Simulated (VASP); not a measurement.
# CaSe (Fm-3m) in VASP: further runs

CaSe is run at these levels: PBE; tasks: relaxation of cell and atoms, single point.

Program: VASP 6.6.1. These are calculated values, not measurements. Logs are shortened: lines on timing, memory, paths and dates and some standing lists are left out, and cuts for length are marked.

**1. The cell of the first run**

The structure is cubic, space group Fm-3m (No. 225). Conventional cell: a = 5.958 Å, b = 5.958 Å, c = 5.958 Å, α = 90.00°, β = 90.00°, γ = 90.00°. Ca (site symmetry m-3m) has 6 Se at 2.98 Å within 3.9 Å. Within 3.9 Å of Se (site symmetry m-3m) lie 6 Ca at 2.98 Å.

**2. Relaxation of cell and atoms, PBE, target pressure 25 GPa, at which the enthalpy is minimised**

The input, INCAR:

```
SYSTEM = CaSe
  PREC = Accurate
  ENCUT = 600
  EDIFF = 1E-6
  ISMEAR = 0
  SIGMA = 0.01
  LREAL = .False.
  LASPH = .True.
  NELM = 60
  ALGO = Normal
  ISIF = 3
  LWAVE = .False.
  LCHARG = .False.
  GGA = PE
  IBRION = 2
  NSW = 80
  EDIFFG = -0.001
  PSTRESS = 250.0
```

The input, KPOINTS:

```
Automatic mesh
0
Gamma
  8 8 8
  0 0 0
```

The input, POSCAR:

```
CaSe
1.0
    0.0000000000      2.9789659816      2.9789659816
    2.9789659816      0.0000000000      2.9789659816
    2.9789659816      2.9789659816      0.0000000000
Ca Se
1 1
Direct
    0.0000000000      0.0000000000      0.0000000000
    0.5000000000      0.5000000000      0.5000000000
```

Potentials or basis: VASP PAW PBE potentials, release 64 (Ca_sv, Se).

Run with:

```console
> cat potpaw_PBE.64/Ca_sv/POTCAR potpaw_PBE.64/Se/POTCAR > POTCAR
> mpirun -np 1 vasp_std > vasp.out
```

OUTCAR:

```text
SYSTEM = CaSe
   PREC = Accurate
   ENCUT = 600
   EDIFF = 1E-6
   ISMEAR = 0
   LREAL = .False.
   LASPH = .True.
   NELM = 60
   ISIF = 3
   GGA = PE
   IBRION = 2
   NSW = 80
   EDIFFG = -0.001
   PSTRESS = 250.0

 ion  position               nearest neighbor table
   1  0.000  0.000  0.000-   2 2.98   2 2.98   2 2.98   2 2.98   2 2.98   2 2.98
   2  0.500  0.500  0.500-   1 2.98   1 2.98   1 2.98   1 2.98   1 2.98   1 2.98

  LATTYP: Found a face centered cubic cell.
 ALAT       =     5.9579319632

  Lattice vectors:

 A1 = (   0.0000000000,   2.9789659816,   2.9789659816)
 A2 = (   2.9789659816,   0.0000000000,   2.9789659816)
 A3 = (   2.9789659816,   2.9789659816,   0.0000000000)

Analysis of symmetry for initial positions (statically):
=====================================================================
 Subroutine PRICEL returns:
 Original cell was already a primitive cell.

 Routine SETGRP: Setting up the symmetry group for a
 face centered cubic supercell.

 Subroutine GETGRP returns: Found 48 space group operations
 (whereof 48 operations were pure point group operations)
 out of a pool of 48 trial point group operations.

The static configuration has the point symmetry O_h .

Analysis of symmetry for dynamics (positions and initial velocities):
=====================================================================
 Subroutine PRICEL returns:
 Original cell was already a primitive cell.

 Routine SETGRP: Setting up the symmetry group for a
 face centered cubic supercell.

 Subroutine GETGRP returns: Found 48 space group operations
 (whereof 48 operations were pure point group operations)
 out of a pool of 48 trial point group operations.

The dynamic configuration has the point symmetry O_h .

 Subroutine INISYM returns: Found 48 space group operations
 (whereof 48 operations are pure point group operations),
 and found     1 'primitive' translations

----------------------------------------------------------------------------------------

                                     Primitive cell

  volume of cell :      52.8721

  direct lattice vectors                    reciprocal lattice vectors
     0.000000000  2.978965982  2.978965982    -0.167843474  0.167843474  0.167843474
     2.978965982  0.000000000  2.978965982     0.167843474 -0.167843474  0.167843474
     2.978965982  2.978965982  0.000000000     0.167843474  0.167843474 -0.167843474

  length of vectors
     4.212894093  4.212894093  4.212894093     0.290713425  0.290713425  0.290713425

  position of ions in fractional coordinates (direct lattice)
     0.000000000  0.000000000  0.000000000
     0.500000000  0.500000000  0.500000000

  ion indices of the primitive-cell ions
   primitive index   ion index
                 1           1
                 2           2

----------------------------------------------------------------------------------------

 KPOINTS: Automatic mesh

Automatic generation of k-mesh.
 Grid dimensions read from file:
 generate k-points for:    8    8    8

 Generating k-lattice:

  Cartesian coordinates                     Fractional coordinates (reciprocal lattice)
    -0.020980434  0.020980434  0.020980434     0.125000000  0.000000000  0.000000000
     0.020980434 -0.020980434  0.020980434     0.000000000  0.125000000  0.000000000
     0.020980434  0.020980434 -0.020980434     0.000000000  0.000000000  0.125000000

  Length of vectors
     0.036339178  0.036339178  0.036339178

  Shift w.r.t. Gamma in fractional coordinates (k-lattice)
     0.000000000  0.000000000  0.000000000

 Subroutine IBZKPT returns following result:
 ===========================================

 Found     29 irreducible k-points:

 Following reciprocal coordinates:
            Coordinates               Weight
  0.000000  0.000000  0.000000      1.000000
  0.125000  0.000000  0.000000      8.000000
  0.250000  0.000000  0.000000      8.000000
  0.375000  0.000000  0.000000      8.000000
  0.500000  0.000000  0.000000      4.000000
  0.125000  0.125000  0.000000      6.000000
[... 16 lines left out ...]
  0.500000  0.250000  0.125000     48.000000
 -0.375000  0.250000  0.125000     24.000000
 [... further k-points ...]
   k-points           NKPTS =     29   k-points in BZ     NKDIM =     29   number of bands    NBANDS=     12
   number of dos      NEDOS =    301   number of ions     NIONS =      2
   total plane-waves  NPLWV =  46656
   dimension x,y,z NGX =    36 NGY =   36 NGZ =   36
   dimension x,y,z NGXF=    72 NGYF=   72 NGZF=   72
   ions per type =               1   1
   NGX,Y,Z   is equivalent  to a cutoff of  14.21, 14.21, 14.21 a.u.
   NGXF,Y,Z  is equivalent  to a cutoff of  28.41, 28.41, 28.41 a.u.
 SYSTEM =  CaSe
   PREC   = accura    normal or accurate (medium, high low for compatibility)
   ISTART =      0    job   : 0-new  1-cont  2-samecut
   ICHARG =      2    charge: 1-file 2-atom 10-const
   ISPIN  =      1    spin polarized calculation?
   LNONCOLLINEAR =      F non collinear calculations
   LSORBIT =      F    spin-orbit coupling
   LASPH  =      T    aspherical Exc in radial PAW
   ENCUT  =  600.0 eV  44.10 Ry    6.64 a.u.   8.41  8.41  8.41*2*pi/ulx,y,z
   NELM   =     60;   NELMIN=  2; NELMDL= -5     # of ELM steps
   EDIFF  = 0.1E-05   stopping-criterion for ELM
   LREAL  =      F    real-space projection
   EDIFFG = -.1E-02   stopping-criterion for IOM
   NSW    =     80    number of steps for IOM
   IBRION =      2    ionic relax: 0-MD 1-quasi-New 2-CG
   NFREE  =      1    steps in history (QN), initial steepest desc. (CG)
   ISIF   =      3    stress and relaxation
   ISYM   =      2    0-nonsym 1-usesym 2-fastsym
   POTIM  = 0.5000    time-step for ionic-motion
   TEBEG  =    0.0;   TEEND  =   0.0 temperature during run
   PSTRESS=  250.0 pullay stress
   NELECT =      16.0000    total number of electrons
   NUPDOWN=      -1.0000    fix difference up-down
   EMIN   =  10.00;   EMAX   =-10.00  energy-range for DOS
   EFERMI =   0.00;   METHOD = LEGACY
   ISMEAR =     0;   SIGMA  =   0.01  broadening in eV -4-tet -1-fermi 0-gaus
   EFERMI_NEDOS =   21; number of points for ismear=-14 and -15
   IALGO  =     38    algorithm
   IMIX   =      4    mixing-type and parameters
     AMIX     =   0.40;   BMIX     =  1.00
     AMIX_MAG =   1.60;   BMIX_MAG =  1.00
  volume/ion in A,a.u.               =      26.44       178.40
  Fermi-wavevector in a.u.,A,eV,Ry     =   1.099105  2.077008 16.436278  1.208032
  Thomas-Fermi vector in A             =   2.235494
   LORBIT       =      0    0 simple, 1 ext, 2 COOP (PROOUT), +10 PAW based schemes
   GGA     = PE    functional components
   LHFCALC =     F    Hartree Fock is set to
   AEXX    =    0.0000 exact exchange contribution
   IVDW    =     0    specifies the selected vdW correction
   LEPSILON=     F    determine dielectric tensor
   LRPA    =     F    only Hartree local field effects (RPA)
 conjugate gradient relaxation of ions
 non-spin polarized calculation
 Gauss-broadening in eV      SIGMA  =   0.01
  energy-cutoff  :      600.00
  volume of cell :       52.87
 maximum number of plane-waves:      1807
 NGX is ok and might be reduce to    36
   NGX = 17   NGY = 17   NGZ = 17

--------------------------------------- Ionic step        1  -------------------------------------------

 number of electron      16.0000001 magnetization

 Free energy of the ion-electron system (eV)
  ---------------------------------------------------
  ext. energy  EPLUGINS =         0.00000000
  ---------------------------------------------------
  free energy    TOTEN  =        -9.48604129 eV

  energy without entropy =       -9.48604129  energy(sigma->0) =       -9.48604129

 E-fermi :   2.3533     XC(G=0):  -9.0645

 val. band max:        2.2989491919   @ k =   0.0000   0.0000   0.0000
 cond. band min:       4.3731012825   @ k =   0.5000   0.5000   0.0000
 fundamental gap:      2.0741520907
 Fermi energy:         2.3533107065

 k-point     1 :       0.0000    0.0000    0.0000
  band No.  band energies     occupation
      1     -37.5160      2.00000
      2     -18.5063      2.00000
      3     -18.5063      2.00000
      4     -18.5063      2.00000
      5      -9.4261      2.00000
      6       2.2989      2.00000
      7       2.2989      2.00000
      8       2.2989      2.00000
      9       5.5262      0.00000
     10       6.0115      0.00000
     11       6.0115      0.00000
     12       6.0115      0.00000

 k-point     2 :       0.1250    0.0000    0.0000
  band No.  band energies     occupation
      1     -37.5151      2.00000
      2     -18.5217      2.00000
      3     -18.5074      2.00000
      4     -18.5074      2.00000
      5      -9.3383      2.00000
      6       1.5476      2.00000
      7       2.0697      2.00000
      8       2.0697      2.00000
      9       5.8752      0.00000
     10       6.2171      0.00000
     11       6.2171      0.00000
     12       6.5317      0.00000
[... 457 lines left out ...]
 VOLUME and BASIS-vectors are now :
 -----------------------------------------------------------------------------
  energy-cutoff  :      600.00
  volume of cell :       40.02
      direct lattice vectors                 reciprocal lattice vectors
     0.000000000  2.714937739  2.714937739    -0.184166286  0.184166286  0.184166286
     2.714937739 -0.000000000  2.714937739     0.184166286 -0.184166286  0.184166286
     2.714937739  2.714937739 -0.000000000     0.184166286  0.184166286 -0.184166286

 POSITION                                       TOTAL-FORCE (eV/Angst)
 -----------------------------------------------------------------------------------
      0.00000      0.00000      0.00000         0.000000      0.000000     -0.000000
      2.71494      2.71494      2.71494         0.000000      0.000000      0.000000
 -----------------------------------------------------------------------------------
    total drift:                                0.000000      0.000000      0.000000

  FREE ENERGIE OF THE ION-ELECTRON SYSTEM (eV)
  ---------------------------------------------------
  free  energy   TOTEN  =        -8.7161986338 eV

  energy  without entropy=       -8.7161986338  energy(sigma->0) =       -8.71619863

  enthalpy is  TOTEN    =        -2.4711036909 eV   P V=        6.2450949429

--------------------------------------- Ionic step        5  -------------------------------------------

 number of electron      16.0000000 magnetization

 Free energy of the ion-electron system (eV)
  ---------------------------------------------------
  ext. energy  EPLUGINS =         0.00000000
  ---------------------------------------------------
  free energy    TOTEN  =        -8.67235533 eV

  energy without entropy =       -8.67235533  energy(sigma->0) =       -8.67235533

 E-fermi :   4.6641     XC(G=0): -10.3305

 val. band max:        4.5922280224   @ k =   0.0000   0.0000   0.0000
 cond. band min:       5.7192864838   @ k =   0.5000   0.5000   0.0000
 fundamental gap:      1.1270584614
 Fermi energy:         4.6640509670

 k-point     1 :       0.0000    0.0000    0.0000
  band No.  band energies     occupation
      1     -34.5136      2.00000
      2     -15.5554      2.00000
      3     -15.5554      2.00000
      4     -15.5554      2.00000
      5      -8.3209      2.00000
      6       4.5922      2.00000
      7       4.5922      2.00000
      8       4.5922      2.00000
      9       7.9828      0.00000
     10       7.9828      0.00000
     11       7.9828      0.00000
     12       8.8551      0.00000

 k-point     2 :       0.1250    0.0000    0.0000
  band No.  band energies     occupation
      1     -34.5094      2.00000
      2     -15.6171      2.00000
      3     -15.5581      2.00000
      4     -15.5581      2.00000
      5      -8.1372      2.00000
      6       3.5934      2.00000
      7       4.1621      2.00000
      8       4.1621      2.00000
      9       8.1302      0.00000
     10       8.2849      0.00000
     11       8.2849      0.00000
     12       9.5113      0.00000
[... 343 lines left out ...]
 VOLUME and BASIS-vectors are now :
 -----------------------------------------------------------------------------
  energy-cutoff  :      600.00
  volume of cell :       39.74
      direct lattice vectors                 reciprocal lattice vectors
     0.000000000  2.708442666  2.708442666    -0.184607932  0.184607932  0.184607932
     2.708442666 -0.000000000  2.708442666     0.184607932 -0.184607932  0.184607932
     2.708442666  2.708442666 -0.000000000     0.184607932  0.184607932 -0.184607932

 POSITION                                       TOTAL-FORCE (eV/Angst)
 -----------------------------------------------------------------------------------
      0.00000      0.00000      0.00000         0.000000     -0.000000      0.000000
      2.70844      2.70844      2.70844        -0.000000      0.000000     -0.000000
 -----------------------------------------------------------------------------------
    total drift:                                0.000000      0.000000      0.000000

  FREE ENERGIE OF THE ION-ELECTRON SYSTEM (eV)
  ---------------------------------------------------
  free  energy   TOTEN  =        -8.6723553344 eV

  energy  without entropy=       -8.6723553344  energy(sigma->0) =       -8.67235533

  enthalpy is  TOTEN    =        -2.4719745464 eV   P V=        6.2003807879

 reached required accuracy - stopping structural energy minimisation
```

It took 95 s on 1 thread of Intel Xeon Platinum 8488C (Sapphire Rapids), shared host; peak memory 0.22 GiB.

Results:

| Quantity | Value |
| --- | --- |
| Free energy | -8.6724 eV |
| Relaxed volume | 19.87 Å³/atom |
| Relaxed cell | a = 3.830 Å, b = 3.830 Å, c = 3.830 Å, α = 60.00°, β = 60.00°, γ = 60.00° |
| Space group after relaxing (to 0.05 Å) | Fm-3m (No. 225) |
| Energy change on relaxing (the enthalpy is what falls) | +406.8 meV/atom |
| Ionic steps | 5 |
| Pressure after relaxing | 25.0 GPa |
| Band gap on the k mesh | 1.13 eV, indirect (least direct gap 2.31 eV) |

The path:
| step | energy change (eV) | largest force (eV/Å) | pressure (GPa) | volume (Å³) |
| --- | --- | --- | --- | --- |
| 1 | 0.0000 | 0.0000 | 0.18 | 52.87 |
| 2 | 5.5384 | 0.0000 | 118.41 | 27.32 |
| 3 | 0.6461 | 0.0000 | 21.21 | 40.90 |
| 4 | 0.7698 | 0.0000 | 24.03 | 40.02 |
| 5 | 0.8137 | 0.0000 | 25.00 | 39.74 |

Final structure:
```
Ca Se
1.0
     0.00000    2.70844    2.70844
     2.70844    0.00000    2.70844
     2.70844    2.70844    0.00000
Ca Se
1 1
Cartesian
  0.0000 0.0000 0.0000
  2.7084 2.7084 2.7084
```

Caveat: the cell is relaxed towards a set pressure, so the enthalpy falls and the energy may rise; the volume moved by over 15 % at a fixed basis, so the end points are rough.

**3. Single point, PBE (volume scaled by 0.88)**

The input, INCAR:

```
  ALGO = Normal
  EDIFF = 1E-7
  ENCUT = 520
  GGA = PE
  ISIF = 2
  ISMEAR = 0
  LASPH = T
  LCHARG = F
  LREAL = F
  LWAVE = F
  NBANDS = 15
  NELM = 60
  PREC = Accurate
  SIGMA = 0.02
```

The input, KPOINTS:

```
k-points
0
Gamma
  8 8 8
```

The input, POSCAR:

```
CaSe
1.0
    0.0000000000      2.8550785524      2.8550785524
    2.8550785524      0.0000000000      2.8550785524
    2.8550785524      2.8550785524      0.0000000000
Ca Se
1 1
Direct
    0.0000000000      0.0000000000      0.0000000000
    0.5000000000      0.5000000000      0.5000000000
```

Potentials or basis: VASP PAW PBE potentials, release 64 (Ca_sv, Se).

Run with:

```console
> cat potpaw_PBE.64/Ca_sv/POTCAR potpaw_PBE.64/Se/POTCAR > POTCAR
> mpirun -np 1 vasp_std > vasp.out
```

Run time: 18 s. Hardware: 1 thread of Intel Xeon 6975P-C (Granite Rapids), shared host; peak memory 0.17 GiB.

It converged, with:

* Free energy: -9.3359 eV
* Pressure: 8.2 GPa
* Band gap on the k mesh: 1.73 eV, indirect (least direct gap 2.77 eV)

Levels at points of the mesh, in eV from the valence-band top:
```csv
k point,band 6,band 7,band 8,band 9,band 10,band 11
"(0.00, 0.00, 0.00)",0.00,0.00,0.00,3.64,3.64,3.64
"(0.50, 0.00, 0.00)",-3.71,-1.45,-1.45,4.68,5.75,5.75
"(0.50, 0.50, 0.00)",-2.80,-1.04,-1.04,1.73,5.21,5.53
```

Caveat: the cell differs from its parent crystal (volume scaled by 0.88).
